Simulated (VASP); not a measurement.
Here is a VASP 6.6.1 calculation.

File INCAR:

```
SYSTEM = LiSn2
  PREC = Accurate
  ENCUT = 520
  EDIFF = 1E-6
  ISMEAR = 0
  SIGMA = 0.1
  LREAL = .FALSE.
  LASPH = .TRUE.
  NELM = 80
  ALGO = Normal
  ISIF = 2
  LWAVE = .FALSE.
  LCHARG = .FALSE.
  GGA = PE
  NBANDS = 22
```

The input KPOINTS:

```
Automatic mesh
0
G
  6 6 4
  0 0 0
```

The input POSCAR:

```
LiSn2
1.0
    5.0943664308     -0.0000000037      0.0000000000
   -2.5471832121      4.4118507471      0.0000000000
    0.0000000000      0.0000000000      3.4636726089
Li Sn
1 2
Direct
    0.0000000000      0.0000000000      0.0000000000
    0.3333333333      0.6666666667      0.5000000000
    0.6666666667      0.3333333333      0.5000000000
```

Potentials or basis: VASP PAW PBE potentials, release 64 (Li_sv, Sn_d).

Run with:

```bash
$ cat potpaw_PBE.64/Li_sv/POTCAR potpaw_PBE.64/Sn_d/POTCAR > POTCAR
$ mpirun -np 1 vasp_std > vasp.out
```

Task: Predict the band gap on the k mesh.

Result: Zero (an odd number of electrons rules out a gap without spin polarisation).

Caveat: spin-orbit coupling is left out, which moves the levels of the heavy elements.
